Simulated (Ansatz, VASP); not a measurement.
## Two plane-wave programs on ScGa3N2

```xyz
6
Lattice="5.1536 0.0000 -0.0211 0.0000 3.1506 0.0000 -1.7735 0.0000 5.3944" Properties=species:S:1:pos:R:3 pbc="T T T"
Sc    1.1133    1.5753    1.1006
Ga    2.4155    1.5753    4.6905
Ga    3.4572    0.0000    1.4364
Ga   -0.0679    0.0000    3.3924
N     1.1179    1.5753    3.2907
N    -1.3594    0.0000    4.9171
```

Change from the starting cell: species swapped into the Fe2SbTe3 type (Pm, No. 6).

Alike in both runs: functional PBE; k mesh 6 × 10 × 6; occupations gaussian, width 0.1 eV; no spin polarisation.

Ansatz relaxed the structure, and its values are those at the end. VASP's run is a single point on that final structure, the one shown.

|  | VASP | Ansatz |
| --- | --- | --- |
| version | VASP 6.6.1 | Ansatz 0.2.0 |
| potentials or method | VASP PAW PBE potentials, release 64 (Sc_sv, Ga_d, N), cutoff 520 eV | scalar-relativistic, plane waves, PAW |
| valence electrons in the cell | 60 | 60 |

Ansatz gave:

- gap on the k mesh at the Fermi level (eV): none
- pressure (GPa): 0.0
- rms of the force components (eV/Å): 0.001

Task: Which values does VASP return?

Result: gap on the k mesh at the Fermi level (eV): none; pressure (GPa): 0.3; rms of the force components (eV/Å): 0.012.

A gap of «none» marks a metal or a gap that the smearing closes.
